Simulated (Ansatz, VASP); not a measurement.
# Two plane-wave programs on CsSnI3

POSCAR

```
CsSnI3
1.0
    6.2414907048      0.0000000000      0.0000000000
    0.0000000000      6.2414907048      0.0000000000
    0.0000000000      0.0000000000      6.1790757978
Cs Sn I
1 1 3
Direct
    0.0000000000      0.0000000000      0.0000000000
    0.5000000000      0.5000000000      0.5000000000
    0.5000000000      0.5000000000      0.0000000000
    0.5000000000      0.0000000000      0.5000000000
    0.0000000000      0.5000000000      0.5000000000
```

INCAR.step1

```
SYSTEM = CsSnI3
ALGO = Normal
EDIFF = 1E-5
ENCUT = 520
GGA = PE
ISIF = 2
ISMEAR = 0
LASPH = .TRUE.
LREAL = .FALSE.
LWAVE = .TRUE.
NBANDS = 30
NELM = 60
PREC = Accurate
SIGMA = 0.01
```

The input INCAR.step2:

```
SYSTEM = CsSnI3
ALGO = Normal
EDIFF = 1E-7
ENCUT = 520
GGA = PE
HFSCREEN = 0.2079
ISIF = 2
ISMEAR = 0
ISTART = 1
LASPH = .TRUE.
LCHARG = .TRUE.
LELF = .TRUE.
LHFCALC = .TRUE.
LREAL = .FALSE.
LVHAR = .TRUE.
LWAVE = .FALSE.
NBANDS = 30
NELM = 60
PREC = Accurate
PRECFOCK = Fast
SIGMA = 0.01
```

KPOINTS

```
k-points
0
G
  2 2 2
  0 0 0
```

Input for Ansatz:

```yaml
crystal:
  lattice:
    - [6.2414907048, 0.0, 0.0]
    - [0.0, 6.2414907048, 0.0]
    - [0.0, 0.0, 6.1790757978]
  atoms:
    - { symbol: Cs, position: [0.0, 0.0, 0.0] }
    - { symbol: Sn, position: [0.5, 0.5, 0.5] }
    - { symbol: I, position: [0.5, 0.5, 0.0] }
    - { symbol: I, position: [0.5, 0.0, 0.5] }
    - { symbol: I, position: [0.0, 0.5, 0.5] }
kpoints:
  mp_grid: { grid: [2, 2, 2] }
  band_path:
    path: [[0.0, 0.0, 0.0], [0.0, 0.5, 0.0], [0.5, 0.5, 0.0], [0.5, 0.5, 0.5]]
    npoints: 1
hamiltonian:
  xc: hse06
scf:
  occupations: { method: fixed }
  n_extra_bands: 5
output:
  forces: true
  stress: true
  eigenvalues: true
```

Change from the starting cell: uniaxial_z strain -1.0%.

Alike in both runs: task single point; functional HSE06; k mesh 2 × 2 × 2; no spin polarisation.

|  | VASP | Ansatz |
| --- | --- | --- |
| version | VASP 6.6.1 | Ansatz 0.2.0 |
| potentials or method | VASP PAW PBE potentials, release 64 (Cs_sv, Sn_d, I) | plane waves, PAW |
| plane-wave cutoff (eV) | 520 | 420 |
| occupations | gaussian, width 0.01 eV | fixed |
| valence electrons in the cell | 44 | 74 |

```tsv
	VASP	Ansatz	Ansatz less VASP
gap on the k mesh at the Fermi level (eV)	0.78	0.78	-0.001
pressure (GPa)	1.6	1.6	+0.04
traceless stress, the component that is largest in VASP (GPa)	0.30	0.30	+0.002
```

VASP's potentials hold 44 valence electrons a cell and Ansatz's 74, so a difference there can come from the potentials and not from the codes. Ansatz's warnings: stress exchange threshold loose, stress scf threshold loose.

The k mesh is coarse, so the values compare programs but aren't converged. Neither program's run includes spin-orbit coupling.
